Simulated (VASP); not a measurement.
# Ga2O3 (P-6m2) in VASP: a series of runs, part 2 of 2

VASP 6.6.1. The steps go on from the part before.

### Step 3. Relaxation of cell and atoms, PBE

This run uses another cell than the first one, of 14.63 Å³/atom.

File INCAR:

```
  PREC = Accurate
  ENCUT = 600
  EDIFF = 1E-6
  ISMEAR = 0
  SIGMA = 0.02
  LREAL = False
  LASPH = True
  NELM = 80
  ALGO = Normal
  ISIF = 3
  LWAVE = False
  LCHARG = False
  GGA = PE
  IBRION = 2
  NSW = 100
  EDIFFG = -0.01
```

File KPOINTS:

```
regular mesh
0
Gamma
  12 12 4
```

File POSCAR:

```
Ga2O3
1.0
    3.1314024605      0.0000000000      0.0000000000
   -1.5657012302      2.7118740802      0.0000000000
    0.0000000000      0.0000000000      8.6159283430
Ga O
2 3
Direct
    0.3333333333      0.6666666667      0.7960715413
    0.3333333333      0.6666666667      0.2039284587
    0.3333333333      0.6666666667      0.0000000000
    0.6666666667      0.3333333333      0.2799633236
    0.6666666667      0.3333333333      0.7200366764
```

Potentials or basis: VASP PAW PBE potentials, release 64 (Ga_d, O).

The run is started by

```bash
cat potpaw_PBE.64/Ga_d/POTCAR potpaw_PBE.64/O/POTCAR > POTCAR
mpirun -np 1 vasp_std > vasp.out
```

OUTCAR:

```text
PREC = Accurate
   ENCUT = 600
   EDIFF = 1E-6
   ISMEAR = 0
   LREAL = False
   LASPH = True
   NELM = 80
   ISIF = 3
   GGA = PE
   IBRION = 2
   NSW = 100
   EDIFFG = -0.01

 ion  position               nearest neighbor table
   1  0.333  0.667  0.796-   3 1.76   5 1.92   5 1.92   5 1.92
   2  0.333  0.667  0.204-   3 1.76   4 1.92   4 1.92   4 1.92
   3  0.333  0.667  0.000-   1 1.76   2 1.76
   4  0.667  0.333  0.280-   2 1.92   2 1.92   2 1.92
   5  0.667  0.333  0.720-   1 1.92   1 1.92   1 1.92

  LATTYP: Found a hexagonal cell.
 ALAT       =     3.1314024605
 C/A-ratio  =     2.7514599135

  Lattice vectors:

 A1 = (   3.1314024605,   0.0000000000,   0.0000000000)
 A2 = (  -1.5657012302,   2.7118740802,   0.0000000000)
 A3 = (   0.0000000000,   0.0000000000,   8.6159283430)

Analysis of symmetry for initial positions (statically):
=====================================================================
 Subroutine PRICEL returns:
 Original cell was already a primitive cell.

 Routine SETGRP: Setting up the symmetry group for a
 hexagonal supercell.

 Subroutine GETGRP returns: Found 12 space group operations
 (whereof 12 operations were pure point group operations)
 out of a pool of 24 trial point group operations.

The static configuration has the point symmetry D_3h.

Analysis of symmetry for dynamics (positions and initial velocities):
=====================================================================
 Subroutine PRICEL returns:
 Original cell was already a primitive cell.

 Routine SETGRP: Setting up the symmetry group for a
 hexagonal supercell.

 Subroutine GETGRP returns: Found 12 space group operations
 (whereof 12 operations were pure point group operations)
 out of a pool of 24 trial point group operations.

The dynamic configuration has the point symmetry D_3h.

 Subroutine INISYM returns: Found 12 space group operations
 (whereof 12 operations are pure point group operations),
 and found     1 'primitive' translations

----------------------------------------------------------------------------------------

                                     Primitive cell

  volume of cell :      73.1662

  direct lattice vectors                    reciprocal lattice vectors
     3.131402460  0.000000000  0.000000000     0.319345729  0.184374342  0.000000000
    -1.565701230  2.711874080  0.000000000     0.000000000  0.368748685  0.000000000
     0.000000000  0.000000000  8.615928343     0.000000000  0.000000000  0.116064104

  length of vectors
     3.131402460  3.131402460  8.615928343     0.368748685  0.368748685  0.116064104

  position of ions in fractional coordinates (direct lattice)
     0.333333333  0.666666667  0.796071541
     0.333333333  0.666666667  0.203928459
     0.333333333  0.666666667  0.000000000
     0.666666667  0.333333333  0.279963324
     0.666666667  0.333333333  0.720036676

  ion indices of the primitive-cell ions
   primitive index   ion index
                 1           1
                 2           2
                 3           3
                 4           4
                 5           5

[... 50 lines left out ...]
  0.250000 -0.000000  0.250000     12.000000
  0.333333 -0.000000  0.250000     12.000000
 [... further k-points ...]
   k-points           NKPTS =     57   k-points in BZ     NKDIM =     57   number of bands    NBANDS=     26
   number of dos      NEDOS =    301   number of ions     NIONS =      5
   total plane-waves  NPLWV =  54880
   dimension x,y,z NGX =    28 NGY =   28 NGZ =   70
   dimension x,y,z NGXF=    56 NGYF=   56 NGZF=  140
   ions per type =               2   3
   NGX,Y,Z   is equivalent  to a cutoff of  14.87, 14.87, 13.51 a.u.
   NGXF,Y,Z  is equivalent  to a cutoff of  29.73, 29.73, 27.01 a.u.
 SYSTEM =  unknown system
   PREC   = accura    normal or accurate (medium, high low for compatibility)
   ISTART =      0    job   : 0-new  1-cont  2-samecut
   ICHARG =      2    charge: 1-file 2-atom 10-const
   ISPIN  =      1    spin polarized calculation?
   LNONCOLLINEAR =      F non collinear calculations
   LSORBIT =      F    spin-orbit coupling
   LASPH  =      T    aspherical Exc in radial PAW
   ENCUT  =  600.0 eV  44.10 Ry    6.64 a.u.   6.25  6.25 17.21*2*pi/ulx,y,z
   NELM   =     80;   NELMIN=  2; NELMDL= -5     # of ELM steps
   EDIFF  = 0.1E-05   stopping-criterion for ELM
   LREAL  =      F    real-space projection
   EDIFFG = -.1E-01   stopping-criterion for IOM
   NSW    =    100    number of steps for IOM
   IBRION =      2    ionic relax: 0-MD 1-quasi-New 2-CG
   NFREE  =      1    steps in history (QN), initial steepest desc. (CG)
   ISIF   =      3    stress and relaxation
   ISYM   =      2    0-nonsym 1-usesym 2-fastsym
   POTIM  = 0.5000    time-step for ionic-motion
   TEBEG  =    0.0;   TEEND  =   0.0 temperature during run
   PSTRESS=    0.0 pullay stress
   NELECT =      44.0000    total number of electrons
   NUPDOWN=      -1.0000    fix difference up-down
   EMIN   =  10.00;   EMAX   =-10.00  energy-range for DOS
   EFERMI =   0.00;   METHOD = LEGACY
   ISMEAR =     0;   SIGMA  =   0.02  broadening in eV -4-tet -1-fermi 0-gaus
   EFERMI_NEDOS =   21; number of points for ismear=-14 and -15
   IALGO  =     38    algorithm
   IMIX   =      4    mixing-type and parameters
     AMIX     =   0.40;   BMIX     =  1.00
     AMIX_MAG =   1.60;   BMIX_MAG =  1.00
  volume/ion in A,a.u.               =      14.63        98.75
  Fermi-wavevector in a.u.,A,eV,Ry     =   1.381833  2.611286 25.979814  1.909462
  Thomas-Fermi vector in A             =   2.506581
   LORBIT       =      0    0 simple, 1 ext, 2 COOP (PROOUT), +10 PAW based schemes
   GGA     = PE    functional components
   LHFCALC =     F    Hartree Fock is set to
   AEXX    =    0.0000 exact exchange contribution
   IVDW    =     0    specifies the selected vdW correction
   LEPSILON=     F    determine dielectric tensor
   LRPA    =     F    only Hartree local field effects (RPA)
 conjugate gradient relaxation of ions
 non-spin polarized calculation
 Gauss-broadening in eV      SIGMA  =   0.02
  energy-cutoff  :      600.00
  volume of cell :       73.17
 maximum number of plane-waves:      2459
 NGX is ok and might be reduce to    28
   NGX = 13   NGY = 13   NGZ = 35

--------------------------------------- Ionic step        1  -------------------------------------------

 number of electron      44.0000006 magnetization

 Free energy of the ion-electron system (eV)
  ---------------------------------------------------
  ext. energy  EPLUGINS =         0.00000000
  ---------------------------------------------------
  free energy    TOTEN  =       -28.79000718 eV

  energy without entropy =      -28.79000718  energy(sigma->0) =      -28.79000718

------------------------ aborting loop because EDIFF is reached ----------------------------------------

  FORCE on cell =-STRESS in cart. coord.  units (eV):
  Direction    XX          YY          ZZ          XY          YZ          ZX
  --------------------------------------------------------------------------------------
  -------------------------------------------------------------------------------------
  Total        0.0928877      0.0928877      0.0806870      0.0000000      0.0000000      0.0000000
  in kB        2.0340347      2.0340347      1.7668671      0.0000000      0.0000000      0.0000000
  external PRESSURE =       1.9449788 kB  Pullay stress =       0.0000000 kB
[... 143 lines left out ...]
--------------------------------------- Ionic step        5  -------------------------------------------

 number of electron      44.0000006 magnetization

 Free energy of the ion-electron system (eV)
  ---------------------------------------------------
  ext. energy  EPLUGINS =         0.00000000
  ---------------------------------------------------
  free energy    TOTEN  =       -28.79019446 eV

  energy without entropy =      -28.79019446  energy(sigma->0) =      -28.79019446

 E-fermi :   1.8312     XC(G=0):  -9.3941

 val. band max:        1.7191414257   @ k =   0.0000   0.0000   0.5000
 cond. band min:       2.3468381867   @ k =   0.0000   0.0000   0.0000
 fundamental gap:      0.6276967610
 Fermi energy:         1.8311719185

 k-point     1 :       0.0000    0.0000    0.0000
  band No.  band energies     occupation
      1     -17.5876      2.00000
      2     -17.5136      2.00000
      3     -15.8253      2.00000
      4     -12.3230      2.00000
      5     -12.3230      2.00000
      6     -12.3194      2.00000
[... 685 lines left out ...]
     25       8.5080      0.00000
     26       8.9872      0.00000

 [... further k-points ...]

------------------------ aborting loop because EDIFF is reached ----------------------------------------

  FORCE on cell =-STRESS in cart. coord.  units (eV):
  Direction    XX          YY          ZZ          XY          YZ          ZX
  --------------------------------------------------------------------------------------
  -------------------------------------------------------------------------------------
  Total       -0.0083790     -0.0083790     -0.0165052     -0.0000000     -0.0000000     -0.0000000
  in kB       -0.1831554     -0.1831554     -0.3607847     -0.0000000     -0.0000000     -0.0000000
  external PRESSURE =      -0.2423652 kB  Pullay stress =       0.0000000 kB
[... 20 lines left out ...]
  FREE ENERGIE OF THE ION-ELECTRON SYSTEM (eV)
  ---------------------------------------------------
  free  energy   TOTEN  =       -28.7901944631 eV

  energy  without entropy=      -28.7901944631  energy(sigma->0) =      -28.79019446

 reached required accuracy - stopping structural energy minimisation
```

CONTCAR:

```text
Ga2O3
   1.00000000000000
     3.1328670174826101    0.0000000000000270   -0.0000000000000000
    -1.5664335086912582    2.7131424237521240   -0.0000000000000000
     0.0000000000000000    0.0000000000000000    8.6232116038844442
  Ga              O
     2     3
Direct
     0.3333333332999970    0.6666666667000030    0.7961736983110291
     0.3333333332999970    0.6666666667000030    0.2038263016889708
     0.3333333332999970    0.6666666667000030    0.0000000000000000
     0.6666666667000030    0.3333333332999970    0.2801693581063119
     0.6666666667000030    0.3333333332999970    0.7198306418936881

  0.00000000E+00  0.00000000E+00  0.00000000E+00
  0.00000000E+00  0.00000000E+00  0.00000000E+00
  0.00000000E+00  0.00000000E+00  0.00000000E+00
  0.00000000E+00  0.00000000E+00  0.00000000E+00
  0.00000000E+00  0.00000000E+00  0.00000000E+00
```

Wall time 5.4 min (1 thread of Intel Xeon Platinum 8488C (Sapphire Rapids), shared host); peak memory 0.3 GiB.

Results:

```
Free energy                           : -28.7902 eV
Relaxed volume                        : 14.66 Å³/atom
Relaxed cell                          : a = 3.133 Å, b = 3.133 Å, c = 8.623 Å, α = 90.00°, β = 90.00°, γ = 120.00°
Space group after relaxing (to 0.1 Å) : P-6m2 (No. 187)
Energy gained by relaxing             : 0.0 meV/atom
Ionic steps                           : 5
Pressure after relaxing               : 0.0 GPa
Largest force after relaxing          : 0.009 eV/Å
Band gap on the k mesh                : 0.63 eV
```

Forces on the atoms (eV/Å):
```
Ga   0.000  0.000  0.009
Ga   0.000  0.000 -0.009
O    0.000  0.000  0.000
O    0.000  0.000  0.005
O    0.000  0.000 -0.005
```

Step by step:
```tsv
step	energy change (eV)	largest force (eV/Å)	pressure (GPa)	volume (Å³)
1	0.0000	0.0446	0.19	73.17
2	-0.0001	0.0262	-0.15	73.35
3	-0.0002	0.0078	-0.01	73.29
4	-0.0002	0.0185	-0.07	73.30
5	-0.0002	0.0085	-0.02	73.30
```

Final structure:
```yaml
crystal:
  lattice:
    - [3.13287, 0.00000, 0.00000]
    - [-1.56643, 2.71314, 0.00000]
    - [0.00000, 0.00000, 8.62321]
  atoms:
    - { symbol: Ga, position: [0.33333, 0.66667, 0.79617] }
    - { symbol: Ga, position: [0.33333, 0.66667, 0.20383] }
    - { symbol: O, position: [0.33333, 0.66667, 0.00000] }
    - { symbol: O, position: [0.66667, 0.33333, 0.28017] }
    - { symbol: O, position: [0.66667, 0.33333, 0.71983] }
```

Levels at points of the mesh, in eV from the valence-band top:
```
           k point  band 19  band 20  band 21  band 22  band 23  band 24  band 25  band 26
(0.00, 0.00, 0.00)    -2.74    -1.75     0.00     0.00     0.63     2.27     6.41     8.31
(0.50, 0.00, 0.00)    -3.41    -2.38    -1.55    -0.30     4.74     4.84     6.07     7.22
(0.00, 0.00, 0.50)    -2.75    -2.07     0.00     0.00     1.04     1.91     7.12     7.38
(0.50, 0.00, 0.50)    -3.32    -2.51    -1.47    -0.30     4.52     5.01     6.20     7.17
```

Caveat: semilocal functionals underestimate gaps, and a narrow one can read as zero.
